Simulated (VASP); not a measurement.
Here is a VASP 6.6.1 calculation.

The input POSCAR:

```
Ge
1.0
    0.0000000000      2.9178990830      2.9178990830
    2.9178990830      0.0000000000      2.9178990830
    2.9178990830      2.9178990830      0.0000000000
Ge
2
Direct
    0.0000000000      0.0000000000      0.0000000000
    0.2500000000      0.2500000000      0.2500000000
```

The input INCAR.step1:

```
SYSTEM = Ge
PREC = Accurate ; ENCUT = 520
EDIFF = 1E-5 ; ISMEAR = -1
SIGMA = 0.05 ; LREAL = .False.
LASPH = .True. ; NELM = 80
ALGO = Normal ; ISIF = 2
LWAVE = .True. ; LCHARG = .False.
NBANDS = 21 ; GGA = PE
```

The input INCAR.step2:

```
SYSTEM = Ge
PREC = Accurate ; ENCUT = 520
EDIFF = 1E-7 ; ISMEAR = -1
SIGMA = 0.05 ; LREAL = .False.
LASPH = .True. ; NELM = 80
ALGO = Normal ; ISIF = 2
LWAVE = .False. ; LCHARG = .False.
GGA = PE ; LHFCALC = .True.
HFSCREEN = 0.2079 ; PRECFOCK = Normal
NBANDS = 21 ; ISTART = 1
```

KPOINTS

```
regular mesh
0
Gamma
  4 4 4
  0 0 0
```

Potentials or basis: VASP PAW PBE potentials, release 64 (Ge_d).

Launch:

```bash
$ cat potpaw_PBE.64/Ge_d/POTCAR > POTCAR
$ cp INCAR.step1 INCAR
$ mpirun -np 1 vasp_std > vasp.out
$ cp INCAR.step2 INCAR
$ mpirun -np 1 vasp_std > vasp.out
```

(1) Predict the band gap on the k mesh.

(2) What does it give for the pressure?

## Answers

(1) zero (filled and empty bands touch).

(2) -3.9 GPa.

Caveat: the k points lie up to 0.47 Å⁻¹ apart; the PAW data sets were made with another functional, which shifts forces and pressure a little.
